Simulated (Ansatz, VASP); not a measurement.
## Zr4Ag in VASP and in Ansatz

```
CELL_PARAMETERS angstrom
4.52969 0.00000 0.00000
-2.26484 3.92282 0.00000
0.00000 0.00000 4.99640
ATOMIC_POSITIONS crystal
Zr 0.00000 0.00000 0.00000
Zr 0.52224 0.00000 0.50000
Zr 0.00000 0.52224 0.50000
Zr 0.47776 0.47776 0.50000
Ag 0.00000 0.00000 0.50000
```

Alike in both runs: task relaxation of cell and atoms; functional PBE; k mesh 4 × 4 × 3; occupations gaussian, width 0.2 eV; no spin polarisation.

```csv
,VASP,Ansatz
version,VASP 6.6.1,Ansatz 0.2.0
potentials or method,"VASP PAW PBE potentials, release 64 (Zr_sv, Ag), cutoff 600 eV","scalar-relativistic, plane waves, PAW"
valence electrons in the cell,59,67
```

Ansatz gave:

- gap on the k mesh at the Fermi level, each at its own relaxed structure (eV): none
- relaxed volume (Å³/atom): 29.76
- relaxed cell length with the largest relative difference (Å): 5.795

Problem. What did VASP give for the same quantities?

Solution. gap on the k mesh at the Fermi level, each at its own relaxed structure (eV): none; relaxed volume (Å³/atom): 29.74; relaxed cell length with the largest relative difference (Å): 5.792.

A gap of «none» marks a metal or a gap that the smearing closes. VASP's potentials hold 59 valence electrons a cell and Ansatz's 67, so a difference there can come from the potentials and not from the codes.

The k mesh is coarse, so the values compare programs but aren't converged. Noted on VASP's run: the volume moved by over 15 % at a fixed basis, so the end points are rough.
